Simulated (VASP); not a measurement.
## BeS (anti NiAs type): single point with PBE

Crystal: BeS (anti NiAs type).

```
S Be
1.0
     3.25963    0.00000    0.00000
    -1.62981    2.82292    0.00000
     0.00000    0.00000    5.91623
S Be
2 2
Cartesian
  0.0000 0.0000 0.0000
  0.0000 0.0000 2.9581
  0.0000 1.8819 1.4791
  1.6298 0.9410 4.4372
```

```yaml
Program: VASP 6.6.1
Task: single point
Functional: PBE
Potentials_or_basis: VASP PAW PBE potentials, release 64 (S, Be)
Cutoff: 520 eV
k_mesh: 12 × 12 × 7
Occupations: fermi-dirac, width 0.08 eV
Spin: no spin polarisation
```

```yaml
Pressure: -3.0 GPa
Band_gap_on_the_k_mesh: zero (bands 8 and 9 overlap by 0.41 eV)
```

Levels at points of the mesh, in eV from the Fermi level:
```csv
k point,band 6,band 7,band 8,band 9,band 10,band 11
"(0.00, 0.00, 0.00)",-1.14,0.27,0.27,2.89,4.18,4.18
"(0.50, 0.00, 0.00)",-2.97,-0.97,-0.83,0.34,2.45,3.29
```

It took 68 s on 1 thread of Intel Xeon 8259CL, on a shared host, peak memory 0.2 GiB.

Caveat: semilocal functionals underestimate gaps, so a narrow gap can read as zero.
